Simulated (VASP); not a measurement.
# Si (P6_3/mmc) in VASP: relaxation of shape and atoms at fixed volume with r2SCAN

Aim: the relaxation of shape and atoms at fixed volume of Si with r2SCAN.

Everything below comes from runs of VASP 6.6.1. Logs are shortened: lines on timing, memory, paths and dates and some standing lists are left out, and cuts for length are marked.

## Step 1: The cell of the first run

Symmetry: P6_3/mmc, No. 194, hexagonal system. Conventional cell: a = 3.801 Å, b = 3.801 Å, c = 12.497 Å, α = 90.00°, β = 90.00°, γ = 120.00°. Si (site symmetry 3m) has 4 Si at 2.33 Å within 3.1 Å. Within 3.1 Å of Si (site symmetry 3m) lie 4 Si at 2.33 to 2.35 Å.

This isn't the form of Si at room conditions, which is diamond.

## Step 2: Relaxation of shape and atoms at fixed volume, r2SCAN (19.55 Å³/atom)

The input, POSCAR:

```
Si
1.0
    3.8013612598      0.0000000000      0.0000000000
   -1.9006806299      3.2920754200      0.0000000000
    0.0000000000      0.0000000000     12.4971534855
Si
8
Direct
    0.0000000000      0.0000000000      0.4068024715
    0.0000000000      0.0000000000      0.9068024715
    0.0000000000      0.0000000000      0.0931975285
    0.0000000000      0.0000000000      0.5931975285
    0.3333333333      0.6666666667      0.3440771147
    0.6666666667      0.3333333333      0.8440771147
    0.3333333333      0.6666666667      0.1559228853
    0.6666666667      0.3333333333      0.6559228853
```

The input, INCAR.step1:

```
PREC     = Accurate       # precision mode
ENCUT    = 600            # plane-wave cutoff, eV
ISMEAR   = 0              # smearing method
SIGMA    = 0.02           # smearing width, eV
LREAL    = F              # projectors in reciprocal space
LASPH    = T              # aspherical terms in the spheres
NELM     = 100            # most SCF steps
GGA      = PE             # functional
ALGO     = Normal         # electronic algorithm
EDIFF    = 1E-4           # SCF threshold, eV
LWAVE    = T              # write WAVECAR
LCHARG   = F              # write CHGCAR
```

The input, INCAR.step2:

```
PREC     = Accurate       # precision mode
ENCUT    = 600            # plane-wave cutoff, eV
EDIFF    = 1E-6           # SCF threshold, eV
ISMEAR   = 0              # smearing method
SIGMA    = 0.02           # smearing width, eV
LREAL    = F              # projectors in reciprocal space
LASPH    = T              # aspherical terms in the spheres
NELM     = 100            # most SCF steps
ALGO     = Normal         # electronic algorithm
ISIF     = 4              # what is computed and relaxed
LWAVE    = F              # write WAVECAR
LCHARG   = F              # write CHGCAR
METAGGA  = R2SCAN         # meta-GGA
LMIXTAU  = T            
IBRION   = 2              # ionic algorithm
NSW      = 50             # ionic steps
EDIFFG   = -0.01          # ionic threshold
ISTART   = 1
```

The input, KPOINTS:

```
Automatic mesh
0
Gamma
  12 12 2
```

Potentials or basis: VASP PAW PBE potentials, release 64 (Si).

Command:

```sh
cat potpaw_PBE.64/Si/POTCAR > POTCAR
cp INCAR.step1 INCAR
mpirun -np 1 vasp_std > vasp.out
cp INCAR.step2 INCAR
mpirun -np 1 vasp_std > vasp.out
```

OUTCAR:

```text
PREC = Accurate
   ENCUT = 600
   EDIFF = 1E-6
   ISMEAR = 0
   LREAL = F
   LASPH = T
   NELM = 100
   ISIF = 4
   METAGGA = R2SCAN
   IBRION = 2
   NSW = 50
   EDIFFG = -0.01
   ISTART = 1

 ion  position               nearest neighbor table
   1  0.000  0.000  0.407-   4 2.33   5 2.33   5 2.33   5 2.33
   2  0.000  0.000  0.907-   3 2.33   6 2.33   6 2.33   6 2.33
   3  0.000  0.000  0.093-   2 2.33   7 2.33   7 2.33   7 2.33
   4  0.000  0.000  0.593-   1 2.33   8 2.33   8 2.33   8 2.33
   5  0.333  0.667  0.344-   1 2.33   1 2.33   1 2.33   7 2.35
   6  0.667  0.333  0.844-   2 2.33   2 2.33   2 2.33   8 2.35
   7  0.333  0.667  0.156-   3 2.33   3 2.33   3 2.33   5 2.35
   8  0.667  0.333  0.656-   4 2.33   4 2.33   4 2.33   6 2.35

  LATTYP: Found a hexagonal cell.
 ALAT       =     3.8013612598
 C/A-ratio  =     3.2875469158

  Lattice vectors:

 A1 = (   3.8013612598,   0.0000000000,   0.0000000000)
 A2 = (  -1.9006806299,   3.2920754200,   0.0000000000)
 A3 = (   0.0000000000,   0.0000000000,  12.4971534855)

Analysis of symmetry for initial positions (statically):
=====================================================================
 Subroutine PRICEL returns:
 Original cell was already a primitive cell.

 Routine SETGRP: Setting up the symmetry group for a
 hexagonal supercell.

 Subroutine GETGRP returns: Found 24 space group operations
 (whereof 12 operations were pure point group operations)
 out of a pool of 24 trial point group operations.

The static configuration has the point symmetry D_3d.
 The point group associated with its full space group is D_6h.

Analysis of symmetry for dynamics (positions and initial velocities):
=====================================================================
 Subroutine PRICEL returns:
 Original cell was already a primitive cell.

 Routine SETGRP: Setting up the symmetry group for a
 hexagonal supercell.

 Subroutine GETGRP returns: Found 24 space group operations
 (whereof 12 operations were pure point group operations)
 out of a pool of 24 trial point group operations.

The dynamic configuration has the point symmetry D_3d.
 The point group associated with its full space group is D_6h.

 Subroutine INISYM returns: Found 24 space group operations
 (whereof 12 operations are pure point group operations),
 and found     1 'primitive' translations

----------------------------------------------------------------------------------------

                                     Primitive cell

  volume of cell :     156.3940

  direct lattice vectors                    reciprocal lattice vectors
     3.801361260  0.000000000  0.000000000     0.263063658  0.151879874  0.000000000
    -1.900680630  3.292075420  0.000000000     0.000000000  0.303759748  0.000000000
     0.000000000  0.000000000 12.497153486     0.000000000  0.000000000  0.080018222

  length of vectors
     3.801361260  3.801361260 12.497153486     0.303759748  0.303759748  0.080018222

  position of ions in fractional coordinates (direct lattice)
     0.000000000  0.000000000  0.406802472
     0.000000000  0.000000000  0.906802472
     0.000000000  0.000000000  0.093197528
     0.000000000  0.000000000  0.593197528
     0.333333333  0.666666667  0.344077115
     0.666666667  0.333333333  0.844077115
     0.333333333  0.666666667  0.155922885
     0.666666667  0.333333333  0.655922885
[... 93 lines left out ...]
   PSTRESS=    0.0 pullay stress
   NELECT =      32.0000    total number of electrons
   NUPDOWN=      -1.0000    fix difference up-down
   EMIN   =  10.00;   EMAX   =-10.00  energy-range for DOS
   EFERMI =   0.00;   METHOD = LEGACY
   ISMEAR =     0;   SIGMA  =   0.02  broadening in eV -4-tet -1-fermi 0-gaus
   EFERMI_NEDOS =   21; number of points for ismear=-14 and -15
   IALGO  =     38    algorithm
   IMIX   =      4    mixing-type and parameters
     AMIX     =   0.40;   BMIX     =  1.00
     AMIX_MAG =   1.60;   BMIX_MAG =  1.00
  volume/ion in A,a.u.               =      19.55       131.92
  Fermi-wavevector in a.u.,A,eV,Ry     =   0.964683  1.822987 12.661774  0.930614
  Thomas-Fermi vector in A             =   2.094336
   LORBIT       =      0    0 simple, 1 ext, 2 COOP (PROOUT), +10 PAW based schemes
   METAGGA = R2SCAN    functional components
   LHFCALC =     F    Hartree Fock is set to
   AEXX    =    0.0000 exact exchange contribution
   IVDW    =     0    specifies the selected vdW correction
   LEPSILON=     F    determine dielectric tensor
   LRPA    =     F    only Hartree local field effects (RPA)
 conjugate gradient relaxation of ions
 non-spin polarized calculation
 Gauss-broadening in eV      SIGMA  =   0.02
  energy-cutoff  :      600.00
  volume of cell :      156.39
 maximum number of plane-waves:      5256
   NGX = 15   NGY = 15   NGZ = 49

--------------------------------------- Ionic step        1  -------------------------------------------

 number of electron      31.9999999 magnetization

 Free energy of the ion-electron system (eV)
  ---------------------------------------------------
  ext. energy  EPLUGINS =         0.00000000
  ---------------------------------------------------
  free energy    TOTEN  =       -70.12591852 eV

  energy without entropy =      -70.12591852  energy(sigma->0) =      -70.12591852

------------------------ aborting loop because EDIFF is reached ----------------------------------------

  FORCE on cell =-STRESS in cart. coord.  units (eV):
  Direction    XX          YY          ZZ          XY          YZ          ZX
  --------------------------------------------------------------------------------------
  -------------------------------------------------------------------------------------
  Total        2.8302186      2.8302186      2.8124836      0.0000000      0.0000000      0.0000000
  in kB       28.9941602     28.9941602     28.8124746      0.0000000      0.0000000      0.0000000
  external PRESSURE =      28.9335983 kB  Pullay stress =       0.0000000 kB

 VOLUME and BASIS-vectors are now :
 -----------------------------------------------------------------------------
  energy-cutoff  :      600.00
  volume of cell :      156.39
      direct lattice vectors                 reciprocal lattice vectors
     3.801361260  0.000000000  0.000000000     0.263063658  0.151879874  0.000000000
    -1.900680630  3.292075420  0.000000000     0.000000000  0.303759748  0.000000000
     0.000000000  0.000000000 12.497153486     0.000000000  0.000000000  0.080018222

 POSITION                                       TOTAL-FORCE (eV/Angst)
 -----------------------------------------------------------------------------------
      0.00000      0.00000      5.08387         0.000000      0.000000      0.003579
      0.00000      0.00000     11.33245        -0.000000     -0.000000      0.003579
      0.00000      0.00000      1.16470        -0.000000      0.000000     -0.003579
      0.00000      0.00000      7.41328         0.000000      0.000000     -0.003579
     -0.00000      2.19472      4.29998        -0.000000      0.000000     -0.011193
      1.90068      1.09736     10.54856         0.000000     -0.000000     -0.011193
     -0.00000      2.19472      1.94859        -0.000000      0.000000      0.011193
      1.90068      1.09736      8.19717         0.000000     -0.000000      0.011193
 -----------------------------------------------------------------------------------
    total drift:                                0.000000     -0.000000      0.000000

  FREE ENERGIE OF THE ION-ELECTRON SYSTEM (eV)
  ---------------------------------------------------
  free  energy   TOTEN  =       -70.1259185204 eV

  energy  without entropy=      -70.1259185204  energy(sigma->0) =      -70.12591852

--------------------------------------- Ionic step        2  -------------------------------------------

 number of electron      31.9999999 magnetization

 Free energy of the ion-electron system (eV)
  ---------------------------------------------------
  ext. energy  EPLUGINS =         0.00000000
  ---------------------------------------------------
  free energy    TOTEN  =       -70.12592494 eV

  energy without entropy =      -70.12592494  energy(sigma->0) =      -70.12592494

 E-fermi :   6.2421     XC(G=0):  -9.9499

 val. band max:        6.1140123810   @ k =   0.0000   0.0000   0.0000
 cond. band min:       6.8331823107   @ k =   0.5000   0.0000   0.0000
 fundamental gap:      0.7191699296
 Fermi energy:         6.2420908579

 k-point     1 :       0.0000    0.0000    0.0000
  band No.  band energies     occupation
      1      -6.7245      2.00000
      2      -5.8776      2.00000
      3      -5.8622      2.00000
      4      -4.2291      2.00000
      5      -1.4161      2.00000
      6       1.8114      2.00000
[... 565 lines left out ...]
     20       8.3725      0.00000
     21       8.9486      0.00000

 [... further k-points ...]

------------------------ aborting loop because EDIFF is reached ----------------------------------------

  FORCE on cell =-STRESS in cart. coord.  units (eV):
  Direction    XX          YY          ZZ          XY          YZ          ZX
  --------------------------------------------------------------------------------------
  -------------------------------------------------------------------------------------
  Total        2.8050743      2.8050743      2.8550100      0.0000000      0.0000000      0.0000000
  in kB       28.7365703     28.7365703     29.2481364      0.0000000      0.0000000      0.0000000
  external PRESSURE =      28.9070923 kB  Pullay stress =       0.0000000 kB

 VOLUME and BASIS-vectors are now :
 -----------------------------------------------------------------------------
  energy-cutoff  :      600.00
  volume of cell :      156.39
      direct lattice vectors                 reciprocal lattice vectors
     3.801496780  0.000000000  0.000000000     0.263054280  0.151874460 -0.000000000
    -1.900748390  3.292192784  0.000000000     0.000000000  0.303748919 -0.000000000
     0.000000000  0.000000000 12.496262474     0.000000000  0.000000000  0.080023927

 POSITION                                       TOTAL-FORCE (eV/Angst)
 -----------------------------------------------------------------------------------
      0.00000      0.00000      5.08368         0.000000      0.000000     -0.004760
      1.90075      3.29219     11.33181        -0.000000     -0.000000     -0.004760
      3.80150      0.00000      1.16445         0.000000     -0.000000      0.004760
      0.00000      0.00000      7.41258         0.000000     -0.000000      0.004760
     -0.00000      2.19480      4.29914         0.000000     -0.000000      0.003820
      1.90075      1.09740     10.54727        -0.000000      0.000000      0.003820
     -0.00000      2.19480      1.94899         0.000000     -0.000000     -0.003820
      1.90075      1.09740      8.19712        -0.000000      0.000000     -0.003820
 -----------------------------------------------------------------------------------
    total drift:                               -0.000000      0.000000      0.000000

  FREE ENERGIE OF THE ION-ELECTRON SYSTEM (eV)
  ---------------------------------------------------
  free  energy   TOTEN  =       -70.1259249419 eV

  energy  without entropy=      -70.1259249419  energy(sigma->0) =      -70.12592494

 reached required accuracy - stopping structural energy minimisation
```

Run time: 8.2 min. Hardware: 1 thread of Oxide Virtual Turin-like, shared host; peak memory 0.33 GiB.

What came out:

| Property | Result |
| --- | --- |
| Free energy | -70.1259 eV |
| Energy gained by relaxing | 0.0 meV/atom |
| Ionic steps | 2 |
| Pressure after relaxing | 2.9 GPa |
| Largest force after relaxing | 0.005 eV/Å |
| Band gap on the k mesh | 0.72 eV (least direct gap 1.72 eV) |

Forces in eV/Å, atoms in the order of the input:
```
Si   0.000  0.000 -0.005
Si   0.000  0.000 -0.005
Si   0.000  0.000  0.005
Si   0.000  0.000  0.005
Si   0.000  0.000  0.004
Si   0.000  0.000  0.004
Si   0.000  0.000 -0.004
Si   0.000  0.000 -0.004
```

Final structure:
```yaml
crystal:
  lattice:
    - [3.80150, 0.00000, 0.00000]
    - [-1.90075, 3.29219, 0.00000]
    - [0.00000, 0.00000, 12.49626]
  atoms:
    - { symbol: Si, position: [0.00000, 0.00000, 0.40682] }
    - { symbol: Si, position: [0.00000, 0.00000, 0.90682] }
    - { symbol: Si, position: [0.00000, 0.00000, 0.09318] }
    - { symbol: Si, position: [0.00000, 0.00000, 0.59318] }
    - { symbol: Si, position: [0.33333, 0.66667, 0.34403] }
    - { symbol: Si, position: [0.66667, 0.33333, 0.84403] }
    - { symbol: Si, position: [0.33333, 0.66667, 0.15597] }
    - { symbol: Si, position: [0.66667, 0.33333, 0.65597] }
```

Caveat: the PAW data sets were made with another functional, which shifts forces and pressure a little. A k mesh can miss the band edges.
